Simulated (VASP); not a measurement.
# Cs2KClF6: single point with PBE

The system is Cs2KClF6.

```xyz
10
Lattice="0.0000 4.6635 4.6635 4.6635 0.0000 4.6635 4.6635 4.6635 0.0000" Properties=species:S:1:pos:R:3 pbc="T T T"
F     2.0053    4.6635    4.6635
F     4.6635    2.0053    4.6635
F     7.3218    4.6635    4.6635
F     4.6635    7.3218    4.6635
F     4.6635    4.6635    2.0053
F     4.6635    4.6635    7.3218
K     4.6635    4.6635    4.6635
Cl    0.0000    0.0000    0.0000
Cs    2.3318    2.3318    2.3318
Cs    6.9953    6.9953    6.9953
```

| Property | Result |
| --- | --- |
| Program | VASP 6.6.1 |
| Task | single point |
| Functional | PBE |
| Potentials or basis | VASP PAW PBE potentials, release 64 (F, K_sv, Cl, Cs_sv) |
| Cutoff | 520 eV |
| k mesh | 4 × 4 × 4 |
| Occupations | methfessel-paxton, width 0.0151 eV |
| Spin | no spin polarisation |

```yaml
Pressure: 4.0 GPa
Largest_force: 1.565 eV/Å
Band_gap_on_the_k_mesh: zero (bands 38 and 39 overlap by 0.08 eV)
```

Forces in eV/Å, atoms in the order of the input:
```
F    1.565  0.000  0.000
F    0.000  1.565  0.000
F   -1.565  0.000  0.000
F    0.000 -1.565  0.000
F    0.000  0.000  1.565
F    0.000  0.000 -1.565
K    0.000  0.000  0.000
Cl   0.000  0.000  0.000
Cs   0.000  0.000  0.000
Cs   0.000  0.000  0.000
```

Levels at points of the mesh, in eV from the Fermi level:
| k point | band 35 | band 36 | band 37 | band 38 | band 39 | band 40 | band 41 | band 42 |
| --- | --- | --- | --- | --- | --- | --- | --- | --- |
| (0.00, 0.00, 0.00) | -3.58 | -3.58 | -3.48 | 0.02 | 0.02 | 0.02 | 3.64 | 4.68 |
| (0.50, 0.00, 0.00) | -3.64 | -3.64 | -3.16 | -0.20 | 0.01 | 0.01 | 5.10 | 5.65 |
| (0.50, 0.50, 0.00) | -3.73 | -3.59 | -3.31 | 0.08 | 0.08 | 0.12 | 4.98 | 5.02 |

Wall time 2.2 min on 1 thread of Intel(R) Xeon(R) Platinum 8259CL CPU @ 2.50GHz (Skylake/Cascade Lake), with other jobs on the host, peak memory 0.38 GiB.

Caveat: the cell stands under pressure; spin-orbit coupling is left out, which moves the levels of the heavy elements; forces of over 1 eV/Å act on the atoms, so gaps and moduli don't describe the material at rest.
